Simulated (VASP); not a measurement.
Write the native input for VASP 6.6.1 that does the following.

| Quantity | Value |
| --- | --- |
| Task | relaxation of cell and atoms |
| Functional | PBE |
| Potentials or basis | VASP PAW PBE potentials, release 64 (Nd_3, Sc_sv, Cl), 4f in core |
| Cutoff | 500 eV |
| k mesh | 12 × 12 × 6 |
| Occupations | gaussian, width 0.1 eV |
| Spin | collinear spin |
| Starting moments | [0.0, 0.0, 0.54, 0.0, 0.0] μB |
| Dipole correction | no |
| Further INCAR settings | ALGO = Normal; EDIFF = 1e-07; IBRION = 2; EDIFFG = -0.01; NSW = 100; ISIF = 3 |

The structure of Nd2ScCl2 lies in POSCAR:

```
Nd2ScCl2
1.0
    4.7605567842      0.0000000000      0.0000000000
   -2.3802783921      4.1227631113      0.0000000000
    0.0000000000      0.0000000000      7.5053614728
Nd Sc Cl
2 1 2
Direct
    0.3333333333      0.6666666667      0.6701672290
    0.6666666667      0.3333333333      0.3298327710
    0.0000000000      0.0000000000      0.0000000000
    0.3333333333      0.6666666667      0.2882267674
    0.6666666667      0.3333333333      0.7117732326
```

The cell was generated, and may not be a known phase.

One way to write it, as run:

INCAR

```
PREC = Accurate
ENCUT = 500
EDIFF = 1E-7
ISMEAR = 0
SIGMA = 0.1
LREAL = False
LASPH = True
NELM = 200
ALGO = Normal
ISIF = 3
LWAVE = False
LCHARG = False
ISPIN = 2
MAGMOM = 0 0 0.54 0 0
LORBIT = 11
LMAXMIX = 6
GGA = PE
IBRION = 2
NSW = 100
EDIFFG = -0.01
GGA_COMPAT = False
NELMIN = 4
KPAR = 4
```

KPOINTS

```
Automatic mesh
0
Gamma
  12 12 6
```

Potentials or basis: VASP PAW PBE potentials, release 64 (Nd_3, Sc_sv, Cl), 4f in core.

The run is started by

```sh
$ cat potpaw_PBE.64/Nd_3/POTCAR potpaw_PBE.64/Sc_sv/POTCAR potpaw_PBE.64/Cl/POTCAR > POTCAR
$ mpirun -np 4 vasp_std > vasp.out
```

It gave:

```
Relaxed volume                                        : 29.56 Å³/atom
Relaxed cell                                          : a = 4.768 Å, b = 4.768 Å, c = 7.508 Å, α = 90.00°, β = 90.00°, γ = 120.00°
Space group after relaxing (to 0.1 Å)                 : P-3m1 (No. 164)
Energy gained by relaxing                             : 0.1 meV/atom
Ionic steps                                           : 6
Pressure after relaxing                               : 0.0 GPa
Largest force after relaxing                          : 0.004 eV/Å
Net moment                                            : 1.12 μB per cell
Site moments                                          : Nd +0.04; Sc +0.51; Cl +0.00 μB
Valence electrons inside the program's atomic spheres : Nd 8.88; Sc 9.26; Cl 5.11
```

Caveat: the magnetic or orbital state may not be the lowest.

Wall time 14 min on 4 MPI ranks on Intel(R) Xeon(R) Platinum 8488C (Sapphire Rapids), with other jobs on the host, peak memory 0.77 GiB a rank.
